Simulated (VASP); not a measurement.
Write the native input for VASP 6.6.1 that does the following.

- Task: single point
- Functional: PBE
- Potentials or basis: VASP PAW PBE potentials, release 64 (Al, N)
- Cutoff: 520 eV
- k mesh: 12 × 12 × 6
- Occupations: gaussian, width 0.05 eV
- Spin: no spin polarisation
- Dipole correction: no
- Further INCAR settings: ALGO = Normal; EDIFF = 1e-07; NBANDS = 16

The structure of AlN lies in POSCAR:

```
AlN
1.0
    3.1302395629      0.0000000000      0.0000000000
   -1.5651197815      2.7108669814      0.0000000000
    0.0000000000      0.0000000000      5.0179796548
Al N
2 2
Direct
    0.3333333333      0.6666666667      0.0017287175
    0.6666666667      0.3333333333      0.5017287175
    0.1195436123      0.5101617287      0.3832712825
    0.6666666667      0.3333333333      0.8832712825
```

This cell differs from its parent crystal: atom 3 (N) moved -0.600 Å along Cartesian [1 1 0].

One way to write it, as run:

INCAR

```
PREC     = Accurate       # precision mode
ENCUT    = 520            # plane-wave cutoff, eV
EDIFF    = 1E-7           # SCF threshold, eV
ISMEAR   = 0              # smearing method
SIGMA    = 0.05           # smearing width, eV
LREAL    = False          # projectors in reciprocal space
LASPH    = True           # aspherical terms in the spheres
NELM     = 100            # most SCF steps
ALGO     = Normal         # electronic algorithm
ISIF     = 2              # what is computed and relaxed
LWAVE    = False          # write WAVECAR
LCHARG   = True           # write CHGCAR
GGA      = PE             # functional
LELF     = True           # ELF
LVHAR    = True         
NBANDS   = 16             # bands
```

KPOINTS

```
Automatic mesh
0
Gamma
  12 12 6
```

Potentials or basis: VASP PAW PBE potentials, release 64 (Al, N).

Command:

```sh
$ cat potpaw_PBE.64/Al/POTCAR potpaw_PBE.64/N/POTCAR > POTCAR
$ mpirun -np 1 vasp_std > vasp.out
```

Results of the run:

| Quantity | Value |
| --- | --- |
| Pressure | 38.0 GPa |
| Largest force | 28.814 eV/Å |
| Band gap on the k mesh | 3.33 eV |

Caveat: the cell differs from its parent crystal (atom 3 (N) moved -0.600 Å along Cartesian [1 1 0]); the stress differs along the axes, from 8 to 83 GPa; forces of over 1 eV/Å act on the atoms, so gaps and moduli don't describe the material at rest.

It took 87 s on 1 thread of Intel(R) Xeon(R) 6975P-C (Granite Rapids) (shared host), peak memory 0.35 GiB.
